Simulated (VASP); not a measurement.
# CdTe3 in VASP: single point with PBE

Aim: the single point of CdTe3 with PBE.

Everything below comes from runs of VASP 6.6.1. Logs are shortened: lines on timing, memory, paths and dates and some standing lists are left out, and cuts for length are marked.

## Step 1: The cell of the first run

The typed cell holds 8 atoms: a = 6.844 Å, b = 6.844 Å, c = 6.844 Å, α = 60.00°, β = 60.00°, γ = 60.00°.

The cell was generated, and may not be a known phase.

## Step 2: Single point, PBE

Contents of INCAR:

```
SYSTEM = CdTe3
ALGO = Normal
EDIFF = 1E-7
ENCUT = 520
GGA = PE
ISIF = 2
ISMEAR = 0
LASPH = .True.
LCHARG = .False.
LREAL = .False.
LWAVE = .False.
NBANDS = 40
NELM = 60
PREC = Accurate
SIGMA = 0.1
```

Contents of KPOINTS:

```
k-points
0
Gamma
  4 4 4
  0 0 0
```

Contents of POSCAR:

```
CdTe3
1.0
    0.0000000000      4.8391491492      4.8391491492
    4.8391491492      0.0000000000      4.8391491492
    4.8391491492      4.8391491492      0.0000000000
Cd Te
2 6
Direct
    0.2500000000      0.2500000000      0.2500000000
    0.7500000000      0.7500000000      0.7500000000
    0.7500431723      0.2499568277      0.2499568277
    0.2499568277      0.7500431723      0.7500431723
    0.2499568277      0.7500431723      0.2499568277
    0.7500431723      0.2499568277      0.7500431723
    0.2499568277      0.2499568277      0.7500431723
    0.7500431723      0.7500431723      0.2499568277
```

Potentials or basis: VASP PAW PBE potentials, release 64 (Cd, Te).

Launch:

```console
> cat potpaw_PBE.64/Cd/POTCAR potpaw_PBE.64/Te/POTCAR > POTCAR
> mpirun -np 1 vasp_std > vasp.out
```

OUTCAR:

```text
SYSTEM = CdTe3
   EDIFF = 1E-7
   ENCUT = 520
   GGA = PE
   ISIF = 2
   ISMEAR = 0
   LASPH = .True.
   LREAL = .False.
   NELM = 60
   PREC = Accurate

 ion  position               nearest neighbor table
   1  0.250  0.250  0.250-   8 3.42   8 3.42   7 3.42   7 3.42   5 3.42   6 3.42   4 3.42   6 3.42
                             3 3.42   3 3.42   5 3.42   4 3.42
   2  0.750  0.750  0.750-   8 3.42   8 3.42   7 3.42   7 3.42   5 3.42   6 3.42   3 3.42   6 3.42
                             4 3.42   4 3.42   5 3.42   3 3.42
   3  0.750  0.250  0.250-   5 3.42   6 3.42   7 3.42   8 3.42   2 3.42   1 3.42   2 3.42   1 3.42
                             8 3.42   5 3.42   7 3.42   6 3.42
   4  0.250  0.750  0.750-   5 3.42   6 3.42   7 3.42   8 3.42   2 3.42   2 3.42   1 3.42   1 3.42
                             6 3.42   5 3.42   8 3.42   7 3.42
   5  0.250  0.750  0.250-   3 3.42   4 3.42   7 3.42   8 3.42   2 3.42   1 3.42   2 3.42   1 3.42
                             3 3.42   8 3.42   7 3.42   4 3.42
   6  0.750  0.250  0.750-   3 3.42   4 3.42   7 3.42   8 3.42   2 3.42   2 3.42   1 3.42   1 3.42
                             3 3.42   4 3.42   8 3.42   7 3.42
   7  0.250  0.250  0.750-   3 3.42   4 3.42   5 3.42   6 3.42   2 3.42   1 3.42   2 3.42   1 3.42
                             4 3.42   5 3.42   3 3.42   6 3.42
   8  0.750  0.750  0.250-   3 3.42   4 3.42   5 3.42   6 3.42   2 3.42   2 3.42   1 3.42   1 3.42
                             3 3.42   4 3.42   6 3.42   5 3.42

  LATTYP: Found a face centered cubic cell.
 ALAT       =     9.6782982984

  Lattice vectors:

 A1 = (   0.0000000000,   4.8391491492,   4.8391491492)
 A2 = (   4.8391491492,   0.0000000000,   4.8391491492)
 A3 = (   4.8391491492,   4.8391491492,   0.0000000000)

Analysis of symmetry for initial positions (statically):
=====================================================================
 Subroutine PRICEL returns:
 Original cell was already a primitive cell.

 Routine SETGRP: Setting up the symmetry group for a
 face centered cubic supercell.

 Subroutine GETGRP returns: Found 48 space group operations
 (whereof 48 operations were pure point group operations)
 out of a pool of 48 trial point group operations.

The static configuration has the point symmetry O_h .

Analysis of symmetry for dynamics (positions and initial velocities):
=====================================================================
 Subroutine PRICEL returns:
 Original cell was already a primitive cell.

 Routine SETGRP: Setting up the symmetry group for a
 face centered cubic supercell.

 Subroutine GETGRP returns: Found 48 space group operations
 (whereof 48 operations were pure point group operations)
 out of a pool of 48 trial point group operations.

The dynamic configuration has the point symmetry O_h .

 Subroutine INISYM returns: Found 48 space group operations
 (whereof 48 operations are pure point group operations),
 and found     1 'primitive' translations

----------------------------------------------------------------------------------------

                                     Primitive cell

  volume of cell :     226.6402

  direct lattice vectors                    reciprocal lattice vectors
     0.000000000  4.839149149  4.839149149    -0.103323949  0.103323949  0.103323949
     4.839149149  0.000000000  4.839149149     0.103323949 -0.103323949  0.103323949
     4.839149149  4.839149149  0.000000000     0.103323949  0.103323949 -0.103323949

  length of vectors
     6.843590357  6.843590357  6.843590357     0.178962329  0.178962329  0.178962329

  position of ions in fractional coordinates (direct lattice)
     0.250000000  0.250000000  0.250000000
     0.750000000  0.750000000  0.750000000
     0.750043172  0.249956828  0.249956828
     0.249956828  0.750043172  0.750043172
     0.249956828  0.750043172  0.249956828
     0.750043172  0.249956828  0.750043172
     0.249956828  0.249956828  0.750043172
     0.750043172  0.750043172  0.249956828

  ion indices of the primitive-cell ions
   primitive index   ion index
                 1           1
                 2           2
                 3           3
                 4           4
                 5           5
                 6           6
                 7           7
                 8           8

----------------------------------------------------------------------------------------

 KPOINTS: k-points

Automatic generation of k-mesh.
 Grid dimensions read from file:
 generate k-points for:    4    4    4

 Generating k-lattice:

  Cartesian coordinates                     Fractional coordinates (reciprocal lattice)
    -0.025830987  0.025830987  0.025830987     0.250000000  0.000000000  0.000000000
     0.025830987 -0.025830987  0.025830987     0.000000000  0.250000000  0.000000000
     0.025830987  0.025830987 -0.025830987     0.000000000  0.000000000  0.250000000

  Length of vectors
     0.044740582  0.044740582  0.044740582

  Shift w.r.t. Gamma in fractional coordinates (k-lattice)
     0.000000000  0.000000000  0.000000000

 Subroutine IBZKPT returns following result:
 ===========================================

 Found      8 irreducible k-points:

 Following reciprocal coordinates:
            Coordinates               Weight
  0.000000  0.000000  0.000000      1.000000
  0.250000  0.000000  0.000000      8.000000
  0.500000  0.000000  0.000000      4.000000
  0.250000  0.250000  0.000000      6.000000
  0.500000  0.250000  0.000000     24.000000
 -0.250000  0.250000  0.000000     12.000000
  0.500000  0.500000  0.000000      3.000000
 -0.250000  0.500000  0.250000      6.000000
   k-points           NKPTS =      8   k-points in BZ     NKDIM =      8   number of bands    NBANDS=     40
   number of dos      NEDOS =    301   number of ions     NIONS =      8
   total plane-waves  NPLWV = 157464
   dimension x,y,z NGX =    54 NGY =   54 NGZ =   54
   dimension x,y,z NGXF=   108 NGYF=  108 NGZF=  108
   ions per type =               2   6
   NGX,Y,Z   is equivalent  to a cutoff of  13.12, 13.12, 13.12 a.u.
   NGXF,Y,Z  is equivalent  to a cutoff of  26.24, 26.24, 26.24 a.u.
 SYSTEM =  CdTe3
   PREC   = accura    normal or accurate (medium, high low for compatibility)
   ISTART =      0    job   : 0-new  1-cont  2-samecut
   ICHARG =      2    charge: 1-file 2-atom 10-const
   ISPIN  =      1    spin polarized calculation?
   LNONCOLLINEAR =      F non collinear calculations
   LSORBIT =      F    spin-orbit coupling
   LASPH  =      T    aspherical Exc in radial PAW
   ENCUT  =  520.0 eV  38.22 Ry    6.18 a.u.  12.72 12.72 12.72*2*pi/ulx,y,z
   NELM   =     60;   NELMIN=  2; NELMDL= -5     # of ELM steps
   EDIFF  = 0.1E-06   stopping-criterion for ELM
   LREAL  =      F    real-space projection
   EDIFFG = 0.1E-05   stopping-criterion for IOM
   NSW    =      0    number of steps for IOM
   IBRION =     -1    ionic relax: 0-MD 1-quasi-New 2-CG
   NFREE  =      0    steps in history (QN), initial steepest desc. (CG)
   ISIF   =      2    stress and relaxation
   ISYM   =      2    0-nonsym 1-usesym 2-fastsym
   POTIM  = 0.5000    time-step for ionic-motion
   TEBEG  =    0.0;   TEEND  =   0.0 temperature during run
   PSTRESS=    0.0 pullay stress
   NELECT =      60.0000    total number of electrons
   NUPDOWN=      -1.0000    fix difference up-down
   EMIN   =  10.00;   EMAX   =-10.00  energy-range for DOS
   EFERMI =   0.00;   METHOD = LEGACY
   ISMEAR =     0;   SIGMA  =   0.10  broadening in eV -4-tet -1-fermi 0-gaus
   EFERMI_NEDOS =   21; number of points for ismear=-14 and -15
   IALGO  =     38    algorithm
   IMIX   =      4    mixing-type and parameters
     AMIX     =   0.40;   BMIX     =  1.00
     AMIX_MAG =   1.60;   BMIX_MAG =  1.00
  volume/ion in A,a.u.               =      28.33       191.18
  Fermi-wavevector in a.u.,A,eV,Ry     =   1.051186  1.986454 15.034329  1.104992
  Thomas-Fermi vector in A             =   2.186219
   LORBIT       =      0    0 simple, 1 ext, 2 COOP (PROOUT), +10 PAW based schemes
   GGA     = PE    functional components
   LHFCALC =     F    Hartree Fock is set to
   AEXX    =    0.0000 exact exchange contribution
   IVDW    =     0    specifies the selected vdW correction
   LEPSILON=     F    determine dielectric tensor
   LRPA    =     F    only Hartree local field effects (RPA)
 non-spin polarized calculation
 Gauss-broadening in eV      SIGMA  =   0.10
  energy-cutoff  :      520.00
  volume of cell :      226.64
 maximum number of plane-waves:      6116
 NGX is ok and might be reduce to    54
   NGX = 25   NGY = 25   NGZ = 25

 number of electron      59.9999988 magnetization

 Free energy of the ion-electron system (eV)
  ---------------------------------------------------
  ext. energy  EPLUGINS =         0.00000000
  ---------------------------------------------------
  free energy    TOTEN  =       -17.87657718 eV

  energy without entropy =      -17.82762436  energy(sigma->0) =      -17.85210077

 E-fermi :   6.3757     XC(G=0):  -9.9924

 val. band max:        6.3717525782   @ k =   0.5000   0.2500   0.0000
 cond. band min:       6.4162190182   @ k =   0.2500   0.2500   0.0000
 fundamental gap:      0.0444664400
 Fermi energy:         6.3756698513

 k-point     1 :       0.0000    0.0000    0.0000
  band No.  band energies     occupation
      1      -7.0330      2.00000
      2      -4.8575      2.00000
      3      -4.8575      2.00000
      4      -4.8575      2.00000
      5      -3.7306      2.00000
      6      -3.7306      2.00000
[... 32 lines left out ...]
     39      11.1367      0.00000
     40      11.5005      0.00000

 k-point     2 :       0.2500    0.0000    0.0000
  band No.  band energies     occupation
      1      -6.7987      2.00000
      2      -5.3072      2.00000
      3      -4.7314      2.00000
      4      -4.7314      2.00000
      5      -3.9434      2.00000
      6      -3.9434      2.00000
[... 247 lines left out ...]
     39      10.9714      0.00000
     40      10.9714      0.00000

 k-point     8 :      -0.2500    0.5000    0.2500
  band No.  band energies     occupation
      1      -5.8568      2.00000
      2      -5.8536      2.00000
      3      -5.1304      2.00000
      4      -5.1304      2.00000
      5      -4.0577      2.00000
      6      -4.0568      2.00000
[... 32 lines left out ...]
     39      10.2366      0.00000
     40      10.2377      0.00000

------------------------ aborting loop because EDIFF is reached ----------------------------------------

  FORCE on cell =-STRESS in cart. coord.  units (eV):
  Direction    XX          YY          ZZ          XY          YZ          ZX
  --------------------------------------------------------------------------------------
  -------------------------------------------------------------------------------------
  Total       -0.0472973     -0.0472973     -0.0472973      0.0000000      0.0000000     -0.0000000
  in kB       -0.3343568     -0.3343568     -0.3343568      0.0000000      0.0000000     -0.0000000
  external PRESSURE =      -0.3343568 kB  Pullay stress =       0.0000000 kB

 VOLUME and BASIS-vectors are now :
 -----------------------------------------------------------------------------
  energy-cutoff  :      520.00
  volume of cell :      226.64
      direct lattice vectors                 reciprocal lattice vectors
     0.000000000  4.839149149  4.839149149    -0.103323949  0.103323949  0.103323949
     4.839149149  0.000000000  4.839149149     0.103323949 -0.103323949  0.103323949
     4.839149149  4.839149149  0.000000000     0.103323949  0.103323949 -0.103323949

 POSITION                                       TOTAL-FORCE (eV/Angst)
 -----------------------------------------------------------------------------------
      2.41957      2.41957      2.41957         0.000000     -0.000000     -0.000000
      7.25872      7.25872      7.25872        -0.000000     -0.000000     -0.000000
      2.41916      4.83915      4.83915         0.000455     -0.000000     -0.000000
      7.25914      4.83915      4.83915        -0.000455     -0.000000     -0.000000
      4.83915      2.41916      4.83915         0.000000      0.000455     -0.000000
      4.83915      7.25914      4.83915         0.000000     -0.000455     -0.000000
      4.83915      4.83915      2.41916         0.000000     -0.000000      0.000455
      4.83915      4.83915      7.25914         0.000000     -0.000000     -0.000455
 -----------------------------------------------------------------------------------
    total drift:                               -0.000000     -0.000000      0.000000

  FREE ENERGIE OF THE ION-ELECTRON SYSTEM (eV)
  ---------------------------------------------------
  free  energy   TOTEN  =       -17.8765771766 eV

  energy  without entropy=      -17.8276243624  energy(sigma->0) =      -17.85210077
```

Wall time 1.9 min (1 thread of Intel Xeon Platinum 8488C (Sapphire Rapids), shared host); peak memory 0.41 GiB.

What came out:

* Free energy: -17.8766 eV
* Pressure: 0.0 GPa
* Band gap on the k mesh: zero (bands 30 and 31 overlap by 0.86 eV)

Caveat: spin-orbit coupling is left out, which moves the levels of the heavy elements.

The gap in the log of VASP goes by the Fermi energy; the results here count the filled bands.